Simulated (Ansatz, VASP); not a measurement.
TlRu2: VASP beside Ansatz

The input INCAR:

```
PREC = Accurate
ENCUT = 600
EDIFF = 1E-6
ISMEAR = 0
SIGMA = 0.1
LREAL = False
LASPH = True
NELM = 80
ALGO = Normal
ISIF = 3
LWAVE = False
LCHARG = False
GGA = PE
IBRION = 2
NSW = 90
EDIFFG = -0.04
```

Contents of KPOINTS:

```
regular mesh
0
Gamma
  6 6 6
```

POSCAR

```
TlRu2
1.0
    0.0000000000      2.9974923681      2.9974923681
    2.9974923681      0.0000000000      2.9974923681
    2.9974923681      2.9974923681      0.0000000000
Tl Ru
1 2
Direct
    0.0000000000      0.0000000000      0.0000000000
    0.2500000000      0.2500000000      0.2500000000
    0.7500000000      0.7500000000      0.7500000000
```

Input for Ansatz:

```yaml
crystal:
  lattice:
    - [0.0, 2.9974923681, 2.9974923681]
    - [2.9974923681, 0.0, 2.9974923681]
    - [2.9974923681, 2.9974923681, 0.0]
  atoms:
    - { symbol: Tl, position: [0.0, 0.0, 0.0] }
    - { symbol: Ru, position: [0.25, 0.25, 0.25] }
    - { symbol: Ru, position: [0.75, 0.75, 0.75] }
basis:
  ecutwfc: 420
kpoints:
  mp_grid: { grid: [6, 6, 6] }
hamiltonian:
  xc: pbe
scf:
  occupations: { method: gaussian, width: 0.1 }
  lower_state_search: "off"
output:
  forces: true
  stress: true
  eigenvalues: true
relax:
  adjacent_minimum: "off"
  f_tol: 0.04
  max_steps: 70
  cell: { stress_tol: 0.4 }
```

Alike in both runs: task relaxation of cell and atoms; functional PBE; k mesh 6 × 6 × 6; occupations gaussian, width 0.1 eV; no spin polarisation.

```csv
,VASP,Ansatz
version,VASP 6.6.1,Ansatz 0.2.0
potentials or method,"VASP PAW PBE potentials, release 64 (Tl_d, Ru_pv), cutoff 600 eV","scalar-relativistic, plane waves, PAW"
valence electrons in the cell,41,45
```

```csv
,VASP,Ansatz,Ansatz less VASP
"gap on the k mesh at the Fermi level, each at its own relaxed structure (eV)",none,none,-
relaxed volume (Å³/atom),19.76,19.76,-0.003
relaxed cell length with the largest relative difference (Å),4.377,4.377,-0.0003
```

A gap of «none» marks a metal or a gap that the smearing closes. VASP's potentials hold 41 valence electrons a cell and Ansatz's 45, so a difference there can come from the potentials and not from the codes.

Neither program's run includes spin-orbit coupling.
